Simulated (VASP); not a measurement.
Input of a VASP 6.6.1 run:

The input INCAR:

```
SYSTEM = Cu
  PREC = Accurate
  ENCUT = 520
  EDIFF = 1E-6
  ISMEAR = 0
  SIGMA = 0.15
  LREAL = .False.
  LASPH = .True.
  NELM = 100
  ALGO = Fast
  ISIF = 2
  LWAVE = .False.
  LCHARG = .True.
  GGA = PE
  LELF = .True.
  LVHAR = .True.
  NBANDS = 12
```

KPOINTS

```
Automatic mesh
0
Gamma
  24 24 24
  0 0 0
```

File POSCAR:

```
Cu
1.0
    0.0000000000      2.1542634721      1.3554625767
    2.1542634721      0.0000000000      1.3554625767
    2.1542634721      2.1542634721      0.0000000000
Cu
1
Direct
    0.0000000000      0.0000000000      0.0000000000
```

Potentials or basis: VASP PAW PBE potentials, release 64 (Cu).

The run is started by

```console
$ cat potpaw_PBE.64/Cu/POTCAR > POTCAR
$ mpirun -np 1 vasp_std > vasp.out
```

Question: What does it give for the pressure?

Answer: -4.8 GPa.

Question: What does it give for the band gap on the k mesh?

Answer: Zero (an odd number of electrons rules out a gap without spin polarisation).

Stress tensor (GPa, compression positive):
```
-5.05  0.00  0.00
 0.00 -5.05  0.00
 0.00  0.00 -4.22
```

Caveat: the cell stands under tension.
